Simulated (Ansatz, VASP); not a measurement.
## Al4BSbP2: VASP beside Ansatz

```
Al B Sb P
1.0
    -2.65677    2.65677    5.91228
     2.65677   -2.65677    5.91228
     2.65677    2.65677   -5.91228
Al B Sb P
4 1 1 2
Direct
  0.16786 0.16786 0.59561
  0.83214 0.42775 0.00000
  0.57225 0.57225 0.40439
  0.42775 0.83214 0.00000
  0.50000 0.50000 0.00000
  0.00000 0.00000 0.00000
  0.75000 0.25000 0.50000
  0.25000 0.75000 0.50000
```

Alike in both runs: task relaxation of cell and atoms; functional PBE; k mesh 8 × 8 × 8; occupations gaussian, width 0.1 eV; no spin polarisation.

|  | VASP | Ansatz |
| --- | --- | --- |
| version | VASP 6.6.1 | Ansatz 0.2.0 |
| potentials or method | VASP PAW PBE potentials, release 64 (Al, B, Sb, P), cutoff 600 eV | scalar-relativistic, plane waves, PAW |
| valence electrons in the cell | 30 | 40 |

|  | VASP | Ansatz | Ansatz less VASP |
| --- | --- | --- | --- |
| gap on the k mesh at the Fermi level, each at its own relaxed structure (eV) | none | none | - |
| relaxed volume (Å³/atom) | 20.87 | 20.87 | +0.002 |
| relaxed length of the cell vector where the two differ most in proportion (Å) | 7.005 | 7.006 | +0.0008 |

A gap of «none» marks a metal or a gap that the smearing closes. VASP's potentials hold 30 valence electrons a cell and Ansatz's 40, so a difference there can come from the potentials and not from the codes.

Spin-orbit coupling is off throughout.
